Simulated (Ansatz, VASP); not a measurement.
## Si2Mo in VASP and in Ansatz

```xyz
3
Lattice="-1.6000 1.6000 3.9305 1.6000 -1.6000 3.9305 1.6000 1.6000 -3.9305" Properties=species:S:1:pos:R:3 pbc="T T T"
Si    0.0000    0.0000    2.6177
Si    0.0000    0.0000    5.2433
Mo    0.0000    0.0000    0.0000
```

Alike in both runs: task relaxation of cell and atoms; functional PBE; k mesh 18 × 18 × 18; occupations gaussian, width 0.1 eV; no spin polarisation.

|  | VASP | Ansatz |
| --- | --- | --- |
| version | VASP 6.6.1 | Ansatz 0.2.0 |
| potentials or method | VASP PAW PBE potentials, release 64 (Si, Mo_sv), cutoff 600 eV | scalar-relativistic, plane waves, PAW |
| valence electrons in the cell | 22 | 22 |

VASP gave:

| Quantity | Value |
| --- | --- |
| gap on the k mesh at the Fermi level, each at its own relaxed structure (eV) | none |
| relaxed volume (Å³/atom) | 13.59 |
| relaxed length of the cell vector where the two differ most in proportion (Å) | 4.547 |

**Question.** What did Ansatz give for the same quantities?

**Answer.** gap on the k mesh at the Fermi level, each at its own relaxed structure (eV): none; relaxed volume (Å³/atom): 13.58; relaxed length of the cell vector where the two differ most in proportion (Å): 4.547.

A gap of «none» marks a metal or a gap that the smearing closes.
